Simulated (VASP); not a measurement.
Write the native input for VASP 6.6.1 that does the following.

- Task: single point
- Functional: PBEsol
- Potentials or basis: VASP PAW PBE potentials, release 64 (Au)
- Cutoff: 520 eV
- k mesh: 8 × 8 × 8
- Occupations: fermi-dirac, width 0.05 eV
- Spin: non-collinear spin, zero start, spin-orbit coupling
- Starting moments: [[0.0, 0.0, 0.0]] μB
- Dipole correction: no
- Further INCAR settings: ALGO = Normal; EDIFF = 1e-06; NBANDS = 22

The structure of Au lies in POSCAR:

```
Au
1.0
   -1.6572690000      1.6572690000      1.6572690000
    1.6572690000     -1.6572690000      1.6572690000
    1.6572690000      1.6572690000     -1.6572690000
Au
1
Direct
    0.0000000000      0.0000000000      0.0000000000
```

These files were run (other wordings do the same):

INCAR

```
SYSTEM = Au
  ALGO = Normal
  EDIFF = 1E-6
  ENCUT = 520
  GGA = PS
  GGA_COMPAT = .False.
  ISIF = 2
  ISMEAR = -1
  LASPH = .True.
  LCHARG = .False.
  LMAXMIX = 4
  LORBIT = 11
  LORBMOM = .True.
  LREAL = .False.
  LSORBIT = .True.
  LWAVE = .False.
  MAGMOM = 0 0 0
  NBANDS = 22
  NELM = 150
  PREC = Accurate
  SIGMA = 0.05
```

KPOINTS

```
k-points
0
Gamma
  8 8 8
  0 0 0
```

Potentials or basis: VASP PAW PBE potentials, release 64 (Au).

The run is started by

```console
$ cat potpaw_PBE.64/Au/POTCAR > POTCAR
$ mpirun -np 1 vasp_ncl > vasp.out
```

It gave:

The pressure is -10.7 GPa and the net moment is 0.00 μB per cell. The valence electrons inside the program's atomic spheres are Au 9.56.

Caveat: the PAW data sets were made with another functional, which shifts forces and pressure a little.

Wall time 20 s on 1 thread of Intel Xeon 6975P-C (shared host), peak memory 0.2 GiB.
